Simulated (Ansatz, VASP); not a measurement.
# One calculation of Zn, two programs

```
Zn
1.0
     1.39021    2.40791    0.00000
    -1.39021    2.40791    0.00000
     0.00000    0.00000    9.00394
Zn
4
Direct
  0.00000 0.00000 0.00000
  0.00000 0.00000 0.50000
  0.33333 0.33334 0.75000
  0.66666 0.66667 0.25000
```

Alike in both runs: task relaxation of cell and atoms; functional RPBE; k mesh 7 × 7 × 2; occupations fermi-dirac, width 0.0242 eV; no spin polarisation.

|  | VASP | Ansatz |
| --- | --- | --- |
| version | VASP 6.6.1 | Ansatz 0.2.0 |
| potentials or method | VASP PAW PBE potentials, release 64 (Zn), cutoff 600 eV | PAW plane waves |
| valence electrons in the cell | 48 | 48 |

Ansatz gave:

| Property | Result |
| --- | --- |
| gap on the k mesh at the Fermi level, each at its own relaxed structure (eV) | none |
| relaxed volume (Å³/atom) | 15.79 |
| relaxed cell length with the largest relative difference (Å) | 9.649 |

Q: Which values does VASP return?

A: gap on the k mesh at the Fermi level, each at its own relaxed structure (eV): none; relaxed volume (Å³/atom): 15.86; relaxed cell length with the largest relative difference (Å): 9.668.

VASP's potentials were made for PBE, not for RPBE. A gap of «none» marks a metal or a gap that the smearing closes. Ansatz's warnings: structure snapped to symmetry.

The k mesh is coarse, so the values compare programs but aren't converged.
